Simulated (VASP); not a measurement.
# Si3N4 (I-43d) in VASP: a series of runs

Si3N4 is run at these levels: PBE; tasks: single point.

All numbers are computed with VASP 6.6.1; they aren't measurements. Logs are shortened: lines on timing, memory, paths and dates and some standing lists are left out, and cuts for length are marked.

### Step 1. The cell of the first run

The structure is cubic, space group I-43d (No. 220). The conventional cell has a = 6.475 Å, b = 6.475 Å, c = 6.475 Å, α = 90.00°, β = 90.00°, γ = 90.00°. Within 2.3 Å of Si (site symmetry -4) lie 4 N at 1.75 Å. Within 2.3 Å of N (site symmetry 3) lie 3 Si at 1.75 Å.

### Step 2. Single point, PBE

INCAR reads:

```
  PREC = Accurate
  ENCUT = 520
  EDIFF = 1E-6
  ISMEAR = 0
  SIGMA = 0.05
  LREAL = False
  LASPH = True
  NELM = 100
  ALGO = Normal
  ISIF = 2
  LWAVE = False
  LCHARG = False
  GGA = PE
  NBANDS = 45
```

KPOINTS reads:

```
regular mesh
0
Gamma
  6 6 6
```

POSCAR reads:

```
Si3N4
1.0
   -3.2373500000      3.2373500000      3.2373500000
    3.2373500000     -3.2373500000      3.2373500000
    3.2373500000      3.2373500000     -3.2373500000
Si N
6 8
Direct
    0.2500000000      0.1250000000      0.8750000000
    0.8750000000      0.2500000000      0.1250000000
    0.7500000000      0.3750000000      0.6250000000
    0.6250000000      0.7500000000      0.3750000000
    0.1250000000      0.8750000000      0.2500000000
    0.3750000000      0.6250000000      0.7500000000
    0.5628000000      0.5628000000      0.5628000000
    0.4372000000      0.5000000000      0.0000000000
    0.5000000000      0.0000000000      0.9372000000
    0.0000000000      0.4372000000      0.5000000000
    0.9372000000      0.5000000000      0.0000000000
    0.0628000000      0.0628000000      0.0628000000
    0.0000000000      0.9372000000      0.5000000000
    0.5000000000      0.0000000000      0.4372000000
```

Potentials or basis: VASP PAW PBE potentials, release 64 (Si, N).

On the command line:

```bash
> cat potpaw_PBE.64/Si/POTCAR potpaw_PBE.64/N/POTCAR > POTCAR
> mpirun -np 1 vasp_std > vasp.out
```

OUTCAR:

```text
PREC = Accurate
   ENCUT = 520
   EDIFF = 1E-6
   ISMEAR = 0
   LREAL = False
   LASPH = True
   NELM = 100
   ISIF = 2
   GGA = PE

 ion  position               nearest neighbor table
   1  0.250  0.125  0.875-  12 1.75   9 1.75   8 1.75  13 1.75   4 3.03   6 3.03   2 3.03   5 3.03
                             6 3.03   4 3.03   2 3.03   5 3.03
   2  0.875  0.250  0.125-  10 1.75  11 1.75  12 1.75   9 1.75   5 3.03   6 3.03   1 3.03   6 3.03
                             3 3.03   1 3.03   3 3.03   5 3.03
   3  0.750  0.375  0.625-   7 1.75  10 1.75  11 1.75  14 1.75   6 3.03   5 3.03   4 3.03   5 3.03
                             2 3.03   2 3.03   4 3.03   6 3.03
   4  0.625  0.750  0.375-   7 1.75   8 1.75  13 1.75  14 1.75   3 3.03   5 3.03   1 3.03   6 3.03
                             1 3.03   5 3.03   6 3.03   3 3.03
   5  0.125  0.875  0.250-  11 1.75  12 1.75  13 1.75  14 1.75   1 3.03   4 3.03   3 3.03   2 3.03
                             3 3.03   4 3.03   1 3.03   2 3.03
   6  0.375  0.625  0.750-  10 1.75   8 1.75   9 1.75   7 1.75   4 3.03   1 3.03   2 3.03   1 3.03
                             3 3.03   2 3.03   4 3.03   3 3.03
   7  0.563  0.563  0.563-   4 1.75   3 1.75   6 1.75
   8  0.437  0.500  0.000-   1 1.75   4 1.75   6 1.75
   9  0.500  0.000  0.937-   1 1.75   6 1.75   2 1.75
  10  0.000  0.437  0.500-   6 1.75   3 1.75   2 1.75
  11  0.937  0.500  0.000-   5 1.75   3 1.75   2 1.75
  12  0.063  0.063  0.063-   1 1.75   2 1.75   5 1.75
  13  0.000  0.937  0.500-   1 1.75   4 1.75   5 1.75
  14  0.500  0.000  0.437-   4 1.75   5 1.75   3 1.75

  LATTYP: Found a body centered cubic cell.
 ALAT       =     6.4747000000

  Lattice vectors:

 A1 = (  -3.2373500000,   3.2373500000,   3.2373500000)
 A2 = (   3.2373500000,  -3.2373500000,   3.2373500000)
 A3 = (   3.2373500000,   3.2373500000,  -3.2373500000)

Analysis of symmetry for initial positions (statically):
=====================================================================
 Subroutine PRICEL returns:
 Original cell was already a primitive cell.

 Routine SETGRP: Setting up the symmetry group for a
 body centered cubic supercell.

 Subroutine GETGRP returns: Found 24 space group operations
 (whereof  3 operations were pure point group operations)
 out of a pool of 48 trial point group operations.

The static configuration has the point symmetry C_3 .
 The point group associated with its full space group is T_d .

Analysis of symmetry for dynamics (positions and initial velocities):
=====================================================================
 Subroutine PRICEL returns:
[... 143 lines left out ...]
   IMIX   =      4    mixing-type and parameters
     AMIX     =   0.40;   BMIX     =  1.00
     AMIX_MAG =   1.60;   BMIX_MAG =  1.00
  volume/ion in A,a.u.               =       9.69        65.42
  Fermi-wavevector in a.u.,A,eV,Ry     =   1.274261  2.408005 22.092350  1.623742
  Thomas-Fermi vector in A             =   2.407039
   LORBIT       =      0    0 simple, 1 ext, 2 COOP (PROOUT), +10 PAW based schemes
   GGA     = PE    functional components
   LHFCALC =     F    Hartree Fock is set to
   AEXX    =    0.0000 exact exchange contribution
   IVDW    =     0    specifies the selected vdW correction
   LEPSILON=     F    determine dielectric tensor
   LRPA    =     F    only Hartree local field effects (RPA)
 non-spin polarized calculation
 Gauss-broadening in eV      SIGMA  =   0.05
  energy-cutoff  :      520.00
  volume of cell :      135.72
 maximum number of plane-waves:      3675
 NGX is ok and might be reduce to    42
   NGX = 21   NGY = 21   NGZ = 21

 number of electron      64.0000001 magnetization

 Free energy of the ion-electron system (eV)
  ---------------------------------------------------
  ext. energy  EPLUGINS =         0.00000000
  ---------------------------------------------------
  free energy    TOTEN  =      -113.14660371 eV

  energy without entropy =     -113.14660371  energy(sigma->0) =     -113.14660371

 E-fermi :   8.0062     XC(G=0): -11.3778

 val. band max:        7.7035799414   @ k =   0.3333   0.3333   0.0000
 cond. band min:      11.7729122399   @ k =  -0.1667   0.1667   0.1667
 fundamental gap:      4.0693322984
 Fermi energy:         8.0062275617

 k-point     1 :       0.0000    0.0000    0.0000
  band No.  band energies     occupation
      1     -10.4787      2.00000
      2      -7.6052      2.00000
      3      -7.6052      2.00000
      4      -7.6052      2.00000
      5      -7.0915      2.00000
      6      -7.0915      2.00000
[... 741 lines left out ...]
     43      16.2489      0.00000
     44      16.2489      0.00000
 [bands above 44 left out]

------------------------ aborting loop because EDIFF is reached ----------------------------------------

  FORCE on cell =-STRESS in cart. coord.  units (eV):
  Direction    XX          YY          ZZ          XY          YZ          ZX
  --------------------------------------------------------------------------------------
  -------------------------------------------------------------------------------------
  Total        1.3967962      1.3967962      1.3967962      0.0000000      0.0000000      0.0000000
  in kB       16.4897729     16.4897729     16.4897729      0.0000000      0.0000000      0.0000000
  external PRESSURE =      16.4897729 kB  Pullay stress =       0.0000000 kB

 VOLUME and BASIS-vectors are now :
 -----------------------------------------------------------------------------
  energy-cutoff  :      520.00
  volume of cell :      135.72
      direct lattice vectors                 reciprocal lattice vectors
    -3.237350000  3.237350000  3.237350000     0.000000000  0.154447310  0.154447310
     3.237350000 -3.237350000  3.237350000     0.154447310  0.000000000  0.154447310
     3.237350000  3.237350000 -3.237350000     0.154447310  0.154447310  0.000000000

 POSITION                                       TOTAL-FORCE (eV/Angst)
 -----------------------------------------------------------------------------------
      2.42801      3.23735     -1.61868        -0.000000      0.000000     -0.000000
     -1.61868      2.42801      3.23735        -0.000000      0.000000     -0.000000
      0.80934      3.23735      1.61868         0.000000     -0.000000     -0.000000
      1.61868      0.80934      3.23735         0.000000     -0.000000     -0.000000
      3.23735     -1.61868      2.42801         0.000000      0.000000     -0.000000
      3.23735      1.61868      0.80934         0.000000     -0.000000     -0.000000
      1.82198      1.82198      1.82198        -0.009021     -0.009021     -0.009021
      0.20331     -0.20331      3.03404        -0.009021      0.009021      0.009021
      1.41537      4.65272     -1.41537         0.009021      0.009021     -0.009021
      3.03404      0.20331     -0.20331         0.009021     -0.009021      0.009021
     -1.41537      1.41537      4.65272        -0.009021      0.009021      0.009021
      0.20331      0.20331      0.20331        -0.009021     -0.009021     -0.009021
      4.65272     -1.41537      1.41537         0.009021     -0.009021      0.009021
     -0.20331      3.03404      0.20331         0.009021      0.009021     -0.009021
 -----------------------------------------------------------------------------------
    total drift:                                0.000001      0.000001      0.000001

  FREE ENERGIE OF THE ION-ELECTRON SYSTEM (eV)
  ---------------------------------------------------
  free  energy   TOTEN  =      -113.1466037069 eV

  energy  without entropy=     -113.1466037069  energy(sigma->0) =     -113.14660371
```

stdout:

```text
POSCAR found type information on POSCAR SiN
 POSCAR found :  2 types and      14 ions
 scaLAPACK will be used
 LDA part: xc-table for (Slater+PW92), standard interpolation
 POSCAR, INCAR and KPOINTS ok, starting setup
 FFT: planning ... GRIDC
 FFT: planning ... GRID_SOFT
 FFT: planning ... GRID
 WAVECAR not read
 entering main loop
```

Wall time 2 min (1 thread of Intel Xeon Platinum 8259CL at 2.50GHz (Skylake/Cascade Lake), shared host); peak memory 0.28 GiB.

Results:

```
Free energy            : -113.1466 eV
Pressure               : 1.6 GPa
Largest force          : 0.016 eV/Å
Band gap on the k mesh : 4.07 eV, indirect (least direct gap 4.25 eV)
```

Forces in eV/Å, atoms in the order of the input:
```
Si   0.000  0.000  0.000
Si   0.000  0.000  0.000
Si   0.000  0.000  0.000
Si   0.000  0.000  0.000
Si   0.000  0.000  0.000
Si   0.000  0.000  0.000
N   -0.009 -0.009 -0.009
N   -0.009  0.009  0.009
N    0.009  0.009 -0.009
N    0.009 -0.009  0.009
N   -0.009  0.009  0.009
N   -0.009 -0.009 -0.009
N    0.009 -0.009  0.009
N    0.009  0.009 -0.009
```

### Step 3. Single point, PBE

INCAR reads:

```
SYSTEM = Si3N4
  PREC = Accurate
  ENCUT = 520
  EDIFF = 1E-7
  ISMEAR = 0
  SIGMA = 0.05
  LREAL = .FALSE.
  LASPH = .TRUE.
  NELM = 80
  ALGO = Normal
  ISIF = 2
  LWAVE = .FALSE.
  LCHARG = .FALSE.
  GGA = PE
  NBANDS = 45
```

KPOINTS reads:

```
regular mesh
0
G
  6 6 6
  0 0 0
```

POSCAR is that of step 2.

Potentials or basis: VASP PAW PBE potentials, release 64 (Si, N).

On the command line:

```bash
> cat potpaw_PBE.64/Si/POTCAR potpaw_PBE.64/N/POTCAR > POTCAR
> mpirun -np 1 vasp_std > vasp.out
```

Wall time 2.4 min (1 thread of Intel Xeon Platinum 8259CL at 2.50GHz (Skylake/Cascade Lake), shared host); peak memory 0.28 GiB.

Results (log left out):

```
Free energy            : -113.1466 eV
Pressure               : 1.6 GPa
Largest force          : 0.016 eV/Å
Band gap on the k mesh : 4.07 eV, indirect (least direct gap 4.25 eV)
```

Forces on the atoms (eV/Å):
```
Si   0.000  0.000  0.000
Si   0.000  0.000  0.000
Si   0.000  0.000  0.000
Si   0.000  0.000  0.000
Si   0.000  0.000  0.000
Si   0.000  0.000  0.000
N   -0.009 -0.009 -0.009
N   -0.009  0.009  0.009
N    0.009  0.009 -0.009
N    0.009 -0.009  0.009
N   -0.009  0.009  0.009
N   -0.009 -0.009 -0.009
N    0.009 -0.009  0.009
N    0.009  0.009 -0.009
```

Levels at points of the mesh, in eV from the valence-band top:
```
           k point  band 29  band 30  band 31  band 32  band 33  band 34  band 35  band 36
(0.00, 0.00, 0.00)    -0.16    -0.16    -0.16    -0.07     4.63     4.63     4.67     4.67
(0.50, 0.00, 0.00)    -1.28    -1.28    -0.02    -0.02     4.97     4.97     5.94     5.94
(0.50, 0.50, 0.50)    -1.91    -1.91    -1.20    -1.20     5.41     5.41     5.41     5.41
```

A k mesh can miss the band edges. Expect the measured gap to be larger: semilocal functionals such as PBE lack the derivative discontinuity.
